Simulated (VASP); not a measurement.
# LiF (P4/mmm) in VASP: notebook

The runs below take LiF through single point, with PBE.

All numbers are computed with VASP 6.6.1; they aren't measurements. Logs are shortened: lines on timing, memory, paths and dates and some standing lists are left out, and cuts for length are marked.

### Step 1. The cell of the first run

It takes space group P4/mmm (No. 123, tetragonal). The conventional cell has a = 2.355 Å, b = 2.355 Å, c = 2.662 Å, α = 90.00°, β = 90.00°, γ = 90.00°. Within 2.8 Å of Li (site symmetry 4/mmm) lie 8 F at 2.13 Å and 6 Li at 2.35 to 2.66 Å. Within 2.8 Å of F (site symmetry 4/mmm) lie 8 Li at 2.13 Å and 6 F at 2.35 to 2.66 Å.

### Step 2. Single point, PBE (strain -0.080 along x and y, +0.040 along z)

Input file INCAR:

```
SYSTEM = LiF
PREC = Accurate
ENCUT = 520
EDIFF = 1E-6
ISMEAR = 0
SIGMA = 0.05
LREAL = .FALSE.
LASPH = .TRUE.
NELM = 80
ALGO = Normal
ISIF = 2
LWAVE = .FALSE.
LCHARG = .FALSE.
GGA = PE
NBANDS = 12
```

Input file KPOINTS:

```
regular mesh
0
G
  10 10 10
  0 0 0
```

Input file POSCAR:

```
LiF
1.0
    2.3547703600      0.0000000000      0.0000000000
    0.0000000000      2.3547703600      0.0000000000
    0.0000000000      0.0000000000      2.6619143200
Li F
1 1
Direct
    0.0000000000      0.0000000000      0.0000000000
    0.5000000000      0.5000000000      0.5000000000
```

Potentials or basis: VASP PAW PBE potentials, release 64 (Li_sv, F).

Command:

```
$ cat potpaw_PBE.64/Li_sv/POTCAR potpaw_PBE.64/F/POTCAR > POTCAR
$ mpirun -np 1 vasp_std > vasp.out
```

OUTCAR:

```text
SYSTEM = LiF
   PREC = Accurate
   ENCUT = 520
   EDIFF = 1E-6
   ISMEAR = 0
   LREAL = .FALSE.
   LASPH = .TRUE.
   NELM = 80
   ISIF = 2
   GGA = PE

 ion  position               nearest neighbor table
   1  0.000  0.000  0.000-   2 2.13   2 2.13   2 2.13   2 2.13   2 2.13   2 2.13   2 2.13   2 2.13

   2  0.500  0.500  0.500-   1 2.13   1 2.13   1 2.13   1 2.13   1 2.13   1 2.13   1 2.13   1 2.13

  LATTYP: Found a simple tetragonal cell.
 ALAT       =     2.3547703600
 C/A-ratio  =     1.1304347826

  Lattice vectors:

 A1 = (   2.3547703600,   0.0000000000,   0.0000000000)
 A2 = (   0.0000000000,   2.3547703600,   0.0000000000)
 A3 = (   0.0000000000,   0.0000000000,   2.6619143200)

Analysis of symmetry for initial positions (statically):
=====================================================================
 Subroutine PRICEL returns:
 Original cell was already a primitive cell.

 Routine SETGRP: Setting up the symmetry group for a
 simple tetragonal supercell.

 Subroutine GETGRP returns: Found 16 space group operations
 (whereof 16 operations were pure point group operations)
 out of a pool of 16 trial point group operations.

The static configuration has the point symmetry D_4h.

Analysis of symmetry for dynamics (positions and initial velocities):
=====================================================================
 Subroutine PRICEL returns:
 Original cell was already a primitive cell.

 Routine SETGRP: Setting up the symmetry group for a
 simple tetragonal supercell.

 Subroutine GETGRP returns: Found 16 space group operations
 (whereof 16 operations were pure point group operations)
 out of a pool of 16 trial point group operations.

The dynamic configuration has the point symmetry D_4h.

 Subroutine INISYM returns: Found 16 space group operations
 (whereof 16 operations are pure point group operations),
 and found     1 'primitive' translations

----------------------------------------------------------------------------------------

                                     Primitive cell

  volume of cell :      14.7602

  direct lattice vectors                    reciprocal lattice vectors
     2.354770360  0.000000000  0.000000000     0.424669860  0.000000000  0.000000000
     0.000000000  2.354770360  0.000000000     0.000000000  0.424669860  0.000000000
     0.000000000  0.000000000  2.661914320     0.000000000  0.000000000  0.375669492

  length of vectors
     2.354770360  2.354770360  2.661914320     0.424669860  0.424669860  0.375669492

  position of ions in fractional coordinates (direct lattice)
     0.000000000  0.000000000  0.000000000
     0.500000000  0.500000000  0.500000000

  ion indices of the primitive-cell ions
   primitive index   ion index
                 1           1
                 2           2

----------------------------------------------------------------------------------------

 KPOINTS: regular mesh

Automatic generation of k-mesh.
 Grid dimensions read from file:
 generate k-points for:   10   10   10

 Generating k-lattice:

  Cartesian coordinates                     Fractional coordinates (reciprocal lattice)
     0.042466986  0.000000000  0.000000000     0.100000000  0.000000000  0.000000000
     0.000000000  0.042466986  0.000000000     0.000000000  0.100000000  0.000000000
     0.000000000  0.000000000  0.037566949     0.000000000  0.000000000  0.100000000

  Length of vectors
     0.042466986  0.042466986  0.037566949

  Shift w.r.t. Gamma in fractional coordinates (k-lattice)
     0.000000000  0.000000000  0.000000000

 Subroutine IBZKPT returns following result:
 ===========================================

 Found    126 irreducible k-points:

 Following reciprocal coordinates:
            Coordinates               Weight
  0.000000  0.000000  0.000000      1.000000
  0.100000  0.000000  0.000000      4.000000
  0.200000  0.000000  0.000000      4.000000
  0.300000  0.000000  0.000000      4.000000
  0.400000  0.000000  0.000000      4.000000
  0.500000  0.000000  0.000000      2.000000
[... 16 lines left out ...]
  0.100000  0.000000  0.100000      8.000000
  0.200000  0.000000  0.100000      8.000000
 [... further k-points ...]
   k-points           NKPTS =    126   k-points in BZ     NKDIM =    126   number of bands    NBANDS=     12
   number of dos      NEDOS =    301   number of ions     NIONS =      2
   total plane-waves  NPLWV =   6480
   dimension x,y,z NGX =    18 NGY =   18 NGZ =   20
   dimension x,y,z NGXF=    36 NGYF=   36 NGZF=   40
   ions per type =               1   1
   NGX,Y,Z   is equivalent  to a cutoff of  12.71, 12.71, 12.49 a.u.
   NGXF,Y,Z  is equivalent  to a cutoff of  25.42, 25.42, 24.98 a.u.
 SYSTEM =  LiF
   PREC   = accura    normal or accurate (medium, high low for compatibility)
   ISTART =      0    job   : 0-new  1-cont  2-samecut
   ICHARG =      2    charge: 1-file 2-atom 10-const
   ISPIN  =      1    spin polarized calculation?
   LNONCOLLINEAR =      F non collinear calculations
   LSORBIT =      F    spin-orbit coupling
   LASPH  =      T    aspherical Exc in radial PAW
   ENCUT  =  520.0 eV  38.22 Ry    6.18 a.u.   4.38  4.38  4.95*2*pi/ulx,y,z
   NELM   =     80;   NELMIN=  2; NELMDL= -5     # of ELM steps
   EDIFF  = 0.1E-05   stopping-criterion for ELM
   LREAL  =      F    real-space projection
   EDIFFG = 0.1E-04   stopping-criterion for IOM
   NSW    =      0    number of steps for IOM
   IBRION =     -1    ionic relax: 0-MD 1-quasi-New 2-CG
   NFREE  =      0    steps in history (QN), initial steepest desc. (CG)
   ISIF   =      2    stress and relaxation
   ISYM   =      2    0-nonsym 1-usesym 2-fastsym
   POTIM  = 0.5000    time-step for ionic-motion
   TEBEG  =    0.0;   TEEND  =   0.0 temperature during run
   PSTRESS=    0.0 pullay stress
   NELECT =      10.0000    total number of electrons
   NUPDOWN=      -1.0000    fix difference up-down
   EMIN   =  10.00;   EMAX   =-10.00  energy-range for DOS
   EFERMI =   0.00;   METHOD = LEGACY
   ISMEAR =     0;   SIGMA  =   0.05  broadening in eV -4-tet -1-fermi 0-gaus
   EFERMI_NEDOS =   21; number of points for ismear=-14 and -15
   IALGO  =     38    algorithm
   IMIX   =      4    mixing-type and parameters
     AMIX     =   0.40;   BMIX     =  1.00
     AMIX_MAG =   1.60;   BMIX_MAG =  1.00
  volume/ion in A,a.u.               =       7.38        49.80
  Fermi-wavevector in a.u.,A,eV,Ry     =   1.437842  2.717127 28.128535  2.067389
  Thomas-Fermi vector in A             =   2.556875
   LORBIT       =      0    0 simple, 1 ext, 2 COOP (PROOUT), +10 PAW based schemes
   GGA     = PE    functional components
   LHFCALC =     F    Hartree Fock is set to
   AEXX    =    0.0000 exact exchange contribution
   IVDW    =     0    specifies the selected vdW correction
   LEPSILON=     F    determine dielectric tensor
   LRPA    =     F    only Hartree local field effects (RPA)
 non-spin polarized calculation
 Gauss-broadening in eV      SIGMA  =   0.05
  energy-cutoff  :      520.00
  volume of cell :       14.76
 maximum number of plane-waves:       414
 NGX is ok and might be reduce to    18
   NGX =  9   NGY =  9   NGZ =  9

 number of electron      10.0000000 magnetization

 number of electron       9.9999983 magnetization

 Free energy of the ion-electron system (eV)
  ---------------------------------------------------
  ext. energy  EPLUGINS =         0.00000000
  ---------------------------------------------------
  free energy    TOTEN  =        -8.82257025 eV

  energy without entropy =       -8.82257025  energy(sigma->0) =       -8.82257025

 E-fermi :   1.7964     XC(G=0): -10.5620

 val. band max:        1.5132054438   @ k =   0.5000   0.0000   0.5000
 cond. band min:       9.4910212104   @ k =   0.0000   0.0000   0.0000
 fundamental gap:      7.9778157667
 Fermi energy:         1.7963500216

 k-point     1 :       0.0000    0.0000    0.0000
  band No.  band energies     occupation
      1     -41.8209      2.00000
      2     -20.2873      2.00000
      3      -0.6524      2.00000
      4       0.8448      2.00000
      5       0.8448      2.00000
      6       9.4910      0.00000
      7      19.5037      0.00000
      8      21.2754      0.00000
      9      22.4052      0.00000
     10      24.6219      0.00000
     11      24.6219      0.00000
     12      40.4370      0.00000

 k-point     2 :       0.1000    0.0000    0.0000
  band No.  band energies     occupation
      1     -41.8112      2.00000
      2     -20.2188      2.00000
      3      -0.5847      2.00000
      4       0.3688      2.00000
      5       0.8905      2.00000
      6       9.6874      0.00000
      7      19.3908      0.00000
      8      21.1787      0.00000
      9      21.2927      0.00000
     10      24.6523      0.00000
     11      26.8355      0.00000
     12      38.5006      0.00000

 k-point     3 :       0.2000    0.0000    0.0000
  band No.  band energies     occupation
      1     -41.7858      2.00000
      2     -20.0342      2.00000
      3      -0.7533      2.00000
      4      -0.4028      2.00000
      5       1.0119      2.00000
      6      10.0435      0.00000
      7      18.4889      0.00000
      8      20.8913      0.00000
      9      21.4104      0.00000
     10      24.7183      0.00000
     11      30.4853      0.00000
     12      36.1670      0.00000
[... 286 lines left out ...]
 k-point    23 :       0.1000    0.0000    0.1000
  band No.  band energies     occupation
      1     -41.8074      2.00000
      2     -20.1915      2.00000
      3      -0.8821      2.00000
      4       0.3925      2.00000
      5       0.9148      2.00000
      6       9.9874      0.00000
      7      18.2556      0.00000
      8      21.0173      0.00000
      9      23.0779      0.00000
     10      24.5594      0.00000
     11      26.8828      0.00000
     12      37.0299      0.00000

 k-point    24 :       0.2000    0.0000    0.1000
  band No.  band energies     occupation
      1     -41.7824      2.00000
      2     -20.0043      2.00000
      3      -0.7377      2.00000
      4      -0.7019      2.00000
      5       1.0341      2.00000
      6      10.3843      0.00000
      7      18.1109      0.00000
      8      19.6584      0.00000
      9      23.3484      0.00000
     10      24.6948      0.00000
     11      30.3871      0.00000
     12      34.8236      0.00000

 [... further k-points ...]
[... 5 lines left out ...]
  --------------------------------------------------------------------------------------
  -------------------------------------------------------------------------------------
  Total        2.4567994      2.4567994     -1.4927734      0.0000000      0.0000000     -0.0000000
  in kB      266.6791643    266.6791643   -162.0366549      0.0000000      0.0000000     -0.0000000
  external PRESSURE =     123.7738912 kB  Pullay stress =       0.0000000 kB

 VOLUME and BASIS-vectors are now :
 -----------------------------------------------------------------------------
  energy-cutoff  :      520.00
  volume of cell :       14.76
      direct lattice vectors                 reciprocal lattice vectors
     2.354770360  0.000000000  0.000000000     0.424669860  0.000000000  0.000000000
     0.000000000  2.354770360  0.000000000     0.000000000  0.424669860  0.000000000
     0.000000000  0.000000000  2.661914320     0.000000000  0.000000000  0.375669492

 POSITION                                       TOTAL-FORCE (eV/Angst)
 -----------------------------------------------------------------------------------
      0.00000      0.00000      0.00000         0.000000      0.000000      0.000000
      1.17739      1.17739      1.33096         0.000000      0.000000      0.000000
 -----------------------------------------------------------------------------------
    total drift:                                0.000000     -0.000000     -0.000000

  FREE ENERGIE OF THE ION-ELECTRON SYSTEM (eV)
  ---------------------------------------------------
  free  energy   TOTEN  =        -8.8225702512 eV

  energy  without entropy=       -8.8225702512  energy(sigma->0) =       -8.82257025
```

Wall time 21 s (1 thread of Intel Xeon 8259CL, shared host); peak memory 0.13 GiB.

What came out:

- Free energy: -8.8226 eV
- Band gap on the k mesh: 7.98 eV (least direct gap 8.65 eV)

Caveat: the cell differs from its parent crystal (strain -0.080 along x and y, +0.040 along z); the cutoff is under 1.25 times the usual one of these potentials, so pressure, stress and relaxed cells hold a basis-set (Pulay) error. A k mesh can miss the band edges.

### Step 3. Single point, PBE (strain -0.080 along x and y, +0.080 along z)

Input file INCAR:

```
ALGO = Normal
EDIFF = 1E-7
ENCUT = 520
GGA = PE
ISIF = 2
ISMEAR = 0
LASPH = T
LCHARG = F
LREAL = F
LWAVE = F
NBANDS = 12
NELM = 80
PREC = Accurate
SIGMA = 0.05
```

Input file KPOINTS:

```
k-points
0
Gamma
  10 10 10
```

POSCAR, as its differences from that of step 2:

```diff
@@ -4,3 +4,3 @@
     0.0000000000      2.3547703600      0.0000000000
-    0.0000000000      0.0000000000      2.6619143200
+    0.0000000000      0.0000000000      2.7642956400
 Li F
```

Potentials or basis: VASP PAW PBE potentials, release 64 (Li_sv, F).

Command:

```
$ cat potpaw_PBE.64/Li_sv/POTCAR potpaw_PBE.64/F/POTCAR > POTCAR
$ mpirun -np 1 vasp_std > vasp.out
```

Run time: 24 s. Hardware: 1 thread of Intel Xeon 8259CL, shared host; peak memory 0.13 GiB.

The run converged. Its results:

| Quantity | Value |
| --- | --- |
| Free energy | -8.7493 eV |
| Band gap on the k mesh | 7.31 eV (least direct gap 7.92 eV) |

Levels at points of the mesh, in eV from the valence-band top:
```tsv
k point	band 3	band 4	band 5	band 6	band 7	band 8
(0.00, 0.00, 0.00)	-2.47	-0.61	-0.61	7.31	17.44	18.58
(0.50, 0.00, 0.00)	-4.68	-1.65	-0.13	8.12	15.03	17.26
(0.50, 0.50, 0.00)	-3.92	-3.92	-1.11	13.35	13.35	14.20
(0.00, 0.00, 0.50)	-4.68	-0.40	-0.40	9.82	12.72	21.55
(0.50, 0.00, 0.50)	-4.58	-4.07	0.00	12.20	12.93	15.08
(0.50, 0.50, 0.50)	-3.23	-3.23	-2.63	10.36	10.36	11.72
```

Caveat: the cell differs from its parent crystal (strain -0.080 along x and y, +0.080 along z); the cutoff is under 1.25 times the usual one of these potentials, so pressure, stress and relaxed cells hold a basis-set (Pulay) error. A k mesh can miss the band edges.

### Step 4. Single point, PBE (strain -0.040 along x and y, +0.080 along z)

Input file INCAR:

```
  PREC = Accurate
  ENCUT = 520
  EDIFF = 1E-6
  ISMEAR = 0
  SIGMA = 0.05
  LREAL = False
  LASPH = True
  NELM = 100
  ALGO = Normal
  ISIF = 2
  LWAVE = False
  LCHARG = False
  GGA = PE
  NBANDS = 12
```

Input file KPOINTS:

```
Automatic mesh
0
Gamma
  10 10 10
```

Input file POSCAR:

```
LiF
1.0
    2.4571516800      0.0000000000      0.0000000000
    0.0000000000      2.4571516800      0.0000000000
    0.0000000000      0.0000000000      2.7642956400
Li F
1 1
Direct
    0.0000000000      0.0000000000      0.0000000000
    0.5000000000      0.5000000000      0.5000000000
```

Command:

```
$ cat potpaw_PBE.64/Li_sv/POTCAR potpaw_PBE.64/F/POTCAR > POTCAR
$ mpirun -np 1 vasp_std > vasp.out
```

It took 21 s on 1 thread of Intel Xeon 8259CL, shared host; peak memory 0.13 GiB.

It converged, with:

```yaml
Free_energy: -8.9129 eV
Band_gap_on_the_k_mesh: 7.01 eV (least direct gap 7.56 eV)
```

Levels at points of the mesh, in eV from the valence-band top:
| k point | band 3 | band 4 | band 5 | band 6 | band 7 | band 8 |
| --- | --- | --- | --- | --- | --- | --- |
| (0.00, 0.00, 0.00) | -1.80 | -0.56 | -0.56 | 7.01 | 17.39 | 18.57 |
| (0.50, 0.00, 0.00) | -4.04 | -1.17 | -0.14 | 8.27 | 14.15 | 17.64 |
| (0.50, 0.50, 0.00) | -3.40 | -3.40 | -0.75 | 13.12 | 13.12 | 13.69 |
| (0.00, 0.00, 0.50) | -4.06 | -0.33 | -0.33 | 9.32 | 12.51 | 20.62 |
| (0.50, 0.00, 0.50) | -3.85 | -3.50 | 0.00 | 12.25 | 12.69 | 14.25 |
| (0.50, 0.50, 0.50) | -2.70 | -2.70 | -2.30 | 10.47 | 10.47 | 11.46 |

Caveat: the cell differs from its parent crystal (strain -0.040 along x and y, +0.080 along z); the cutoff is under 1.25 times the usual one of these potentials, so pressure, stress and relaxed cells hold a basis-set (Pulay) error. A k mesh can miss the band edges.

### Step 5. The runs side by side

```tsv
cell	gap on the mesh (eV)
a = 2.355, b = 2.355, c = 2.662 Å, 2 atoms	7.98
a = 2.355, b = 2.355, c = 2.764 Å, 2 atoms	7.31
a = 2.457, b = 2.457, c = 2.764 Å, 2 atoms	7.01
```

Alike in all rows: task single point; level PBE; potentials or basis VASP PAW PBE potentials, release 64 (Li_sv, F); no spin polarisation; k mesh 10 × 10 × 10; cutoff (eV) 520; smearing gaussian 0.05 eV.

Caveats: the cutoff is under 1.25 times the usual one of these potentials, so pressure, stress and relaxed cells hold a basis-set (Pulay) error.

Absolute energies hang on the potentials; compare differences alone.
